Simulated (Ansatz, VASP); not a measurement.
# Nb in VASP and in Ansatz

File INCAR:

```
SYSTEM = Nb
PREC = Accurate
ENCUT = 520
EDIFF = 1E-6
ISMEAR = 0
SIGMA = 0.1
LREAL = .False.
LASPH = .True.
NELM = 150
ALGO = Normal
ISIF = 2
LWAVE = .False.
LCHARG = .False.
LMAXMIX = 4
LDAU = .True.
LDAUTYPE = 2
LDAUL = 2
LDAUU = 6
LDAUJ = 0
LDAUPRINT = 1
GGA = PE
NBANDS = 12
```

Contents of KPOINTS:

```
regular mesh
0
Gamma
  10 10 10
  0 0 0
```

Contents of POSCAR:

```
Nb
1.0
   -1.6588161896      1.6588161896      1.6588161896
    1.6588161896     -1.6588161896      1.6588161896
    1.6588161896      1.6588161896     -1.6588161896
Nb
1
Direct
    0.0000000000      0.0000000000      0.0000000000
```

Input for Ansatz:

```yaml
crystal:
  lattice:
    - [-1.6588161896, 1.6588161896, 1.6588161896]
    - [1.6588161896, -1.6588161896, 1.6588161896]
    - [1.6588161896, 1.6588161896, -1.6588161896]
  atoms:
    - { symbol: Nb, position: [0.0, 0.0, 0.0] }
basis:
  ecutwfc: 420
kpoints:
  mp_grid: { grid: [10, 10, 10] }
hamiltonian:
  xc: pbe
  hubbard: { sites: [{ species: Nb, l: d, u_eff: 6.0 }] }
scf:
  occupations: { method: gaussian, width: 0.1 }
output:
  forces: true
  stress: true
  eigenvalues: true
```

Alike in both runs: task single point; functional PBE; k mesh 10 × 10 × 10; occupations gaussian, width 0.1 eV; no spin polarisation; Hubbard terms Nb d U = 6.0 eV.

|  | VASP | Ansatz |
| --- | --- | --- |
| version | VASP 6.6.1 | Ansatz 0.2.0 |
| potentials or method | VASP PAW PBE potentials, release 64 (Nb_sv), cutoff 520 eV | scalar-relativistic, plane waves, PAW |
| valence electrons in the cell | 13 | 13 |

```csv
,VASP,Ansatz,Ansatz less VASP
gap on the k mesh at the Fermi level (eV),none,none,-
pressure (GPa),17.8,4.4,-13.38
```

The programs project onto different local orbitals, so the same U acts differently, and such runs can settle in different states. A gap of «none» marks a metal or a gap that the smearing closes. Ansatz's warnings: filled band counts differ across k points.
